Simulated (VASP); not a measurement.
# MgO (rock salt type) (Fm-3m) in VASP: notebook, part 2 of 2

VASP 6.6.1. Earlier steps stand in the parts before.

## (3) Single point, PBE

This run uses another cell than the first one, of 10.01 Å³/atom.

The input, INCAR:

```
PREC = Accurate ; ENCUT = 520
EDIFF = 1E-7 ; ISMEAR = -1
SIGMA = 0.06122561905347299 ; LREAL = F
LASPH = T ; NELM = 60
ALGO = Normal ; ISIF = 2
LWAVE = F ; LCHARG = F
GGA = PE ; NBANDS = 11
```

The input, KPOINTS:

```
Automatic mesh
0
Gamma
  44 44 44
```

The input, POSCAR:

```
MgO
1.0
    0.0000000000      2.1551413176      2.1551413176
    2.1551413176      0.0000000000      2.1551413176
    2.1551413176      2.1551413176      0.0000000000
Mg O
1 1
Direct
    0.0000000000      0.0000000000      0.0000000000
    0.5000000000      0.5000000000      0.5000000000
```

Potentials or basis: VASP PAW PBE potentials, release 64 (Mg, O).

Started as:

```console
cat potpaw_PBE.64/Mg/POTCAR potpaw_PBE.64/O/POTCAR > POTCAR
mpirun -np 1 vasp_std > vasp.out
```

OUTCAR:

```text
PREC = Accurate
   ENCUT = 520
   EDIFF = 1E-7
   ISMEAR = -1
   LREAL = F
   LASPH = T
   NELM = 60
   ISIF = 2
   GGA = PE

 ion  position               nearest neighbor table
   1  0.000  0.000  0.000-   2 2.16   2 2.16   2 2.16   2 2.16   2 2.16   2 2.16
   2  0.500  0.500  0.500-   1 2.16   1 2.16   1 2.16   1 2.16   1 2.16   1 2.16

  LATTYP: Found a face centered cubic cell.
 ALAT       =     4.3102826352

  Lattice vectors:

 A1 = (   0.0000000000,   2.1551413176,   2.1551413176)
 A2 = (   2.1551413176,   0.0000000000,   2.1551413176)
 A3 = (   2.1551413176,   2.1551413176,   0.0000000000)

Analysis of symmetry for initial positions (statically):
=====================================================================
 Subroutine PRICEL returns:
 Original cell was already a primitive cell.

 Routine SETGRP: Setting up the symmetry group for a
 face centered cubic supercell.

 Subroutine GETGRP returns: Found 48 space group operations
 (whereof 48 operations were pure point group operations)
 out of a pool of 48 trial point group operations.

The static configuration has the point symmetry O_h .

Analysis of symmetry for dynamics (positions and initial velocities):
=====================================================================
 Subroutine PRICEL returns:
 Original cell was already a primitive cell.

 Routine SETGRP: Setting up the symmetry group for a
 face centered cubic supercell.

 Subroutine GETGRP returns: Found 48 space group operations
 (whereof 48 operations were pure point group operations)
 out of a pool of 48 trial point group operations.

The dynamic configuration has the point symmetry O_h .

 Subroutine INISYM returns: Found 48 space group operations
 (whereof 48 operations are pure point group operations),
 and found     1 'primitive' translations

----------------------------------------------------------------------------------------

                                     Primitive cell

  volume of cell :      20.0197

  direct lattice vectors                    reciprocal lattice vectors
     0.000000000  2.155141318  2.155141318    -0.232003347  0.232003347  0.232003347
     2.155141318  0.000000000  2.155141318     0.232003347 -0.232003347  0.232003347
     2.155141318  2.155141318  0.000000000     0.232003347  0.232003347 -0.232003347

  length of vectors
     3.047830080  3.047830080  3.047830080     0.401841585  0.401841585  0.401841585

  position of ions in fractional coordinates (direct lattice)
     0.000000000  0.000000000  0.000000000
     0.500000000  0.500000000  0.500000000

  ion indices of the primitive-cell ions
   primitive index   ion index
                 1           1
                 2           2

----------------------------------------------------------------------------------------

 KPOINTS: Automatic mesh

Automatic generation of k-mesh.
 Grid dimensions read from file:
 generate k-points for:   44   44   44

 Generating k-lattice:

  Cartesian coordinates                     Fractional coordinates (reciprocal lattice)
    -0.005272803  0.005272803  0.005272803     0.022727273  0.000000000  0.000000000
     0.005272803 -0.005272803  0.005272803     0.000000000  0.022727273  0.000000000
     0.005272803  0.005272803 -0.005272803     0.000000000  0.000000000  0.022727273

  Length of vectors
     0.009132763  0.009132763  0.009132763

  Shift w.r.t. Gamma in fractional coordinates (k-lattice)
     0.000000000  0.000000000  0.000000000

 Subroutine IBZKPT returns following result:
 ===========================================

 Found   2168 irreducible k-points:

 Following reciprocal coordinates:
            Coordinates               Weight
  0.000000  0.000000  0.000000      1.000000
  0.022727  0.000000  0.000000      8.000000
  0.045455  0.000000  0.000000      8.000000
  0.068182  0.000000  0.000000      8.000000
  0.090909  0.000000  0.000000      8.000000
  0.113636  0.000000  0.000000      8.000000
[... 16 lines left out ...]
  0.500000  0.000000  0.000000      4.000000
  0.022727  0.022727  0.000000      6.000000
 [... further k-points ...]
   k-points           NKPTS =   2168   k-points in BZ     NKDIM =   2168   number of bands    NBANDS=     11
   number of dos      NEDOS =    301   number of ions     NIONS =      2
   total plane-waves  NPLWV =  13824
   dimension x,y,z NGX =    24 NGY =   24 NGZ =   24
   dimension x,y,z NGXF=    48 NGYF=   48 NGZF=   48
   ions per type =               1   1
   NGX,Y,Z   is equivalent  to a cutoff of  13.09, 13.09, 13.09 a.u.
   NGXF,Y,Z  is equivalent  to a cutoff of  26.18, 26.18, 26.18 a.u.
 SYSTEM =  unknown system
   PREC   = accura    normal or accurate (medium, high low for compatibility)
   ISTART =      0    job   : 0-new  1-cont  2-samecut
   ICHARG =      2    charge: 1-file 2-atom 10-const
   ISPIN  =      1    spin polarized calculation?
   LNONCOLLINEAR =      F non collinear calculations
   LSORBIT =      F    spin-orbit coupling
   LASPH  =      T    aspherical Exc in radial PAW
   ENCUT  =  520.0 eV  38.22 Ry    6.18 a.u.   5.67  5.67  5.67*2*pi/ulx,y,z
   NELM   =     60;   NELMIN=  2; NELMDL= -5     # of ELM steps
   EDIFF  = 0.1E-06   stopping-criterion for ELM
   LREAL  =      F    real-space projection
   EDIFFG = 0.1E-05   stopping-criterion for IOM
   NSW    =      0    number of steps for IOM
   IBRION =     -1    ionic relax: 0-MD 1-quasi-New 2-CG
   NFREE  =      0    steps in history (QN), initial steepest desc. (CG)
   ISIF   =      2    stress and relaxation
   ISYM   =      2    0-nonsym 1-usesym 2-fastsym
   POTIM  = 0.5000    time-step for ionic-motion
   TEBEG  =    0.0;   TEEND  =   0.0 temperature during run
   PSTRESS=    0.0 pullay stress
   NELECT =       8.0000    total number of electrons
   NUPDOWN=      -1.0000    fix difference up-down
   EMIN   =  10.00;   EMAX   =-10.00  energy-range for DOS
   EFERMI =   0.00;   METHOD = LEGACY
   ISMEAR =    -1;   SIGMA  =   0.06  broadening in eV -4-tet -1-fermi 0-gaus
   EFERMI_NEDOS =   21; number of points for ismear=-14 and -15
   IALGO  =     38    algorithm
   IMIX   =      4    mixing-type and parameters
     AMIX     =   0.40;   BMIX     =  1.00
     AMIX_MAG =   1.60;   BMIX_MAG =  1.00
  volume/ion in A,a.u.               =      10.01        67.55
  Fermi-wavevector in a.u.,A,eV,Ry     =   1.205829  2.278686 19.783193  1.454024
  Thomas-Fermi vector in A             =   2.341514
   LORBIT       =      0    0 simple, 1 ext, 2 COOP (PROOUT), +10 PAW based schemes
   GGA     = PE    functional components
   LHFCALC =     F    Hartree Fock is set to
   AEXX    =    0.0000 exact exchange contribution
   IVDW    =     0    specifies the selected vdW correction
   LEPSILON=     F    determine dielectric tensor
   LRPA    =     F    only Hartree local field effects (RPA)
 non-spin polarized calculation
  energy-cutoff  :      520.00
  volume of cell :       20.02
 maximum number of plane-waves:       556
   NGX = 11   NGY = 11   NGZ = 11

 number of electron       7.9999998 magnetization

 Free energy of the ion-electron system (eV)
  ---------------------------------------------------
  ext. energy  EPLUGINS =         0.00000000
  ---------------------------------------------------
  free energy    TOTEN  =       -11.89543411 eV

  energy without entropy =      -11.89543411  energy(sigma->0) =      -11.89543411

 E-fermi :   3.9828     XC(G=0): -10.7558

 val. band max:        2.6871115320   @ k =   0.0000   0.0000   0.0000
 cond. band min:       6.7693461466   @ k =   0.0000   0.0000   0.0000
 fundamental gap:      4.0822346146
 Fermi energy:         3.9828088921

 k-point     1 :       0.0000    0.0000    0.0000
  band No.  band energies     occupation
      1     -14.2367      2.00000
      2       2.6871      2.00000
      3       2.6871      2.00000
      4       2.6871      2.00000
      5       6.7693      0.00000
      6      18.0933      0.00000
      7      18.0933      0.00000
      8      18.0933      0.00000
      9      21.8322      0.00000
     10      23.5277      0.00000
     11      23.5277      0.00000
[... 309 lines left out ...]
 k-point    24 :       0.0227    0.0227    0.0000
  band No.  band energies     occupation
      1     -14.2302      2.00000
      2       2.6424      2.00000
      3       2.6795      2.00000
      4       2.6795      2.00000
      5       6.8208      0.00000
      6      17.9702      0.00000
      7      18.1080      0.00000
      8      18.1080      0.00000
      9      21.9885      0.00000
     10      23.3325      0.00000
     11      23.5429      0.00000

 [... further k-points ...]

------------------------ aborting loop because EDIFF is reached ----------------------------------------

  FORCE on cell =-STRESS in cart. coord.  units (eV):
  Direction    XX          YY          ZZ          XY          YZ          ZX
  --------------------------------------------------------------------------------------
  -------------------------------------------------------------------------------------
  Total       -0.7731316     -0.7731316     -0.7731316     -0.0000000     -0.0000000      0.0000000
  in kB      -61.8737932    -61.8737932    -61.8737932     -0.0000000     -0.0000000      0.0000000
  external PRESSURE =     -61.8737932 kB  Pullay stress =       0.0000000 kB

 VOLUME and BASIS-vectors are now :
 -----------------------------------------------------------------------------
  energy-cutoff  :      520.00
  volume of cell :       20.02
      direct lattice vectors                 reciprocal lattice vectors
     0.000000000  2.155141318  2.155141318    -0.232003347  0.232003347  0.232003347
     2.155141318  0.000000000  2.155141318     0.232003347 -0.232003347  0.232003347
     2.155141318  2.155141318  0.000000000     0.232003347  0.232003347 -0.232003347

 POSITION                                       TOTAL-FORCE (eV/Angst)
 -----------------------------------------------------------------------------------
      0.00000      0.00000      0.00000        -0.000000     -0.000000     -0.000000
      2.15514      2.15514      2.15514         0.000000      0.000000      0.000000
 -----------------------------------------------------------------------------------
    total drift:                               -0.000000     -0.000000      0.000000

  FREE ENERGIE OF THE ION-ELECTRON SYSTEM (eV)
  ---------------------------------------------------
  free  energy   TOTEN  =       -11.8954341084 eV

  energy  without entropy=      -11.8954341083  energy(sigma->0) =      -11.89543411
```

OSZICAR:

```text
N       E                     dE             d eps       ncg     rms          rms(c)
DAV:   1     0.134539403270E+02    0.13454E+02   -0.45566E+03 54808   0.641E+02
DAV:   2    -0.128475802432E+02   -0.26302E+02   -0.25547E+02 55117   0.133E+02
DAV:   3    -0.134507372959E+02   -0.60316E+00   -0.60266E+00 57373   0.174E+01
DAV:   4    -0.134522536529E+02   -0.15164E-02   -0.15163E-02 52289   0.101E+00
DAV:   5    -0.134522587815E+02   -0.51286E-05   -0.51287E-05 56180   0.575E-02    0.717E+00
DAV:   6    -0.119186829329E+02    0.15336E+01   -0.93514E+00 49862   0.164E+01    0.235E+00
DAV:   7    -0.119022627263E+02    0.16420E-01   -0.76411E-02 52724   0.228E+00    0.136E+00
DAV:   8    -0.118959513521E+02    0.63114E-02   -0.33443E-02 50195   0.201E+00    0.268E-01
DAV:   9    -0.118954718455E+02    0.47951E-03   -0.68841E-04 55298   0.184E-01    0.150E-01
DAV:  10    -0.118954316617E+02    0.40184E-04   -0.57458E-04 52667   0.179E-01    0.772E-03
DAV:  11    -0.118954341795E+02   -0.25178E-05   -0.42706E-06 55676   0.153E-02    0.640E-03
DAV:  12    -0.118954341084E+02    0.71178E-07   -0.78242E-07 54035   0.657E-03
   1 F= -.11895434E+02 E0= -.11895434E+02  d E =-.236799E-10
```

It took 7.7 min on 1 thread of Oxide Virtual Turin-like, shared host; peak memory 0.55 GiB.

Results:

```
Free energy            : -11.8954 eV
Pressure               : -6.2 GPa
Band gap on the k mesh : 4.08 eV
```

Levels at points of the mesh, in eV from the valence-band top:
```
           k point  band 1  band 2  band 3  band 4  band 5  band 6  band 7  band 8
(0.00, 0.00, 0.00)  -16.92    0.00    0.00    0.00    4.08   15.41   15.41   15.41
(0.50, 0.00, 0.00)  -15.81   -4.32   -0.58   -0.58    7.47   11.83   15.61   15.61
(0.50, 0.50, 0.00)  -15.57   -3.81   -1.25   -1.25    9.03    9.24   12.38   17.94
```

Caveat: the cell stands under tension.

## (4) Single point, PBE

This run uses another cell than the first one, of 10.20 Å³/atom.

The input, INCAR:

```
  PREC = Accurate
  ENCUT = 520
  EDIFF = 1E-7
  ISMEAR = -1
  SIGMA = 0.06122561905347299
  LREAL = F
  LASPH = T
  NELM = 80
  ALGO = Normal
  ISIF = 2
  LWAVE = F
  LCHARG = F
  GGA = PE
  NBANDS = 11
```

The input, KPOINTS:

```
regular mesh
0
Gamma
  44 44 44
```

The input, POSCAR:

```
MgO
1.0
    0.0000000000      2.1688687025      2.1688687025
    2.1688687025      0.0000000000      2.1688687025
    2.1688687025      2.1688687025      0.0000000000
Mg O
1 1
Direct
    0.0000000000      0.0000000000      0.0000000000
    0.5000000000      0.5000000000      0.5000000000
```

Potentials or basis: VASP PAW PBE potentials, release 64 (Mg, O).

Started as:

```console
cat potpaw_PBE.64/Mg/POTCAR potpaw_PBE.64/O/POTCAR > POTCAR
mpirun -np 1 vasp_std > vasp.out
```

OUTCAR:

```text
PREC = Accurate
   ENCUT = 520
   EDIFF = 1E-7
   ISMEAR = -1
   LREAL = F
   LASPH = T
   NELM = 80
   ISIF = 2
   GGA = PE

 ion  position               nearest neighbor table
   1  0.000  0.000  0.000-   2 2.17   2 2.17   2 2.17   2 2.17   2 2.17   2 2.17
   2  0.500  0.500  0.500-   1 2.17   1 2.17   1 2.17   1 2.17   1 2.17   1 2.17

  LATTYP: Found a face centered cubic cell.
 ALAT       =     4.3377374050

  Lattice vectors:

 A1 = (   0.0000000000,   2.1688687025,   2.1688687025)
[... 520 lines left out ...]

------------------------ aborting loop because EDIFF is reached ----------------------------------------

  FORCE on cell =-STRESS in cart. coord.  units (eV):
  Direction    XX          YY          ZZ          XY          YZ          ZX
  --------------------------------------------------------------------------------------
  -------------------------------------------------------------------------------------
  Total       -1.0814830     -1.0814830     -1.0814830      0.0000000      0.0000000      0.0000000
  in kB      -84.9181483    -84.9181483    -84.9181483      0.0000000      0.0000000      0.0000000
  external PRESSURE =     -84.9181483 kB  Pullay stress =       0.0000000 kB

 VOLUME and BASIS-vectors are now :
 -----------------------------------------------------------------------------
  energy-cutoff  :      520.00
  volume of cell :       20.40
      direct lattice vectors                 reciprocal lattice vectors
     0.000000000  2.168868703  2.168868703    -0.230534933  0.230534933  0.230534933
     2.168868703  0.000000000  2.168868703     0.230534933 -0.230534933  0.230534933
     2.168868703  2.168868703  0.000000000     0.230534933  0.230534933 -0.230534933

 POSITION                                       TOTAL-FORCE (eV/Angst)
 -----------------------------------------------------------------------------------
      0.00000      0.00000      0.00000         0.000000      0.000000      0.000000
      2.16887      2.16887      2.16887        -0.000000     -0.000000      0.000000
 -----------------------------------------------------------------------------------
    total drift:                               -0.000000     -0.000000      0.000000

  FREE ENERGIE OF THE ION-ELECTRON SYSTEM (eV)
  ---------------------------------------------------
  free  energy   TOTEN  =       -11.8782347862 eV

  energy  without entropy=      -11.8782347862  energy(sigma->0) =      -11.87823479
```

OSZICAR:

```text
N       E                     dE             d eps       ncg     rms          rms(c)
DAV:   1     0.134482019266E+02    0.13448E+02   -0.45227E+03 54886   0.638E+02
DAV:   2    -0.128156625121E+02   -0.26264E+02   -0.25471E+02 55129   0.132E+02
DAV:   3    -0.134355654167E+02   -0.61990E+00   -0.61938E+00 57470   0.176E+01
DAV:   4    -0.134371589906E+02   -0.15936E-02   -0.15935E-02 52163   0.102E+00
DAV:   5    -0.134371644364E+02   -0.54458E-05   -0.54458E-05 56240   0.589E-02    0.717E+00
DAV:   6    -0.119039208581E+02    0.15332E+01   -0.95341E+00 49898   0.164E+01    0.239E+00
DAV:   7    -0.118855171838E+02    0.18404E-01   -0.84700E-02 52715   0.235E+00    0.136E+00
DAV:   8    -0.118787914271E+02    0.67258E-02   -0.35229E-02 50063   0.205E+00    0.276E-01
DAV:   9    -0.118782830323E+02    0.50839E-03   -0.71261E-04 55250   0.187E-01    0.155E-01
DAV:  10    -0.118782323215E+02    0.50711E-04   -0.59294E-04 52394   0.183E-01    0.764E-03
DAV:  11    -0.118782348176E+02   -0.24961E-05   -0.49835E-06 55799   0.159E-02    0.656E-03
DAV:  12    -0.118782347862E+02    0.31387E-07   -0.81640E-07 53975   0.675E-03
   1 F= -.11878235E+02 E0= -.11878235E+02  d E =-.883762E-10
```

stdout:

```text
POSCAR found type information on POSCAR MgO
 POSCAR found :  2 types and       2 ions
 scaLAPACK will be used
 LDA part: xc-table for (Slater+PW92), standard interpolation
 POSCAR, INCAR and KPOINTS ok, starting setup
 FFT: planning ... GRIDC
 FFT: planning ... GRID_SOFT
 FFT: planning ... GRID
 WAVECAR not read
 entering main loop
```

It took 9.2 min on 1 thread of Oxide Virtual Turin-like, shared host; peak memory 0.57 GiB.

What came out:

```yaml
Free_energy: -11.8782 eV
Pressure: -8.5 GPa
Band_gap_on_the_k_mesh: 3.91 eV
```

Caveat: the cell stands under tension. A k mesh can miss the band edges.

## (5) Overview

| cell | gap on the mesh (eV) | pressure (GPa) |
| --- | --- | --- |
| a = 3.028 Å, angles 60.0°, 2 atoms | 4.26 | -3.6 |
| a = 3.048 Å, angles 60.0°, 2 atoms | 4.08 | -6.2 |
| a = 3.067 Å, angles 60.0°, 2 atoms | 3.91 | -8.5 |

Alike in all rows: task single point; level PBE; potentials or basis VASP PAW PBE potentials, release 64 (Mg, O); no spin polarisation; k mesh 44 × 44 × 44; cutoff (eV) 520; smearing fermi-dirac 0.0612256 eV.

Caveats: the cell stands under tension.

Total energies depend on the potentials used, so only differences within one code and one set of settings carry meaning.
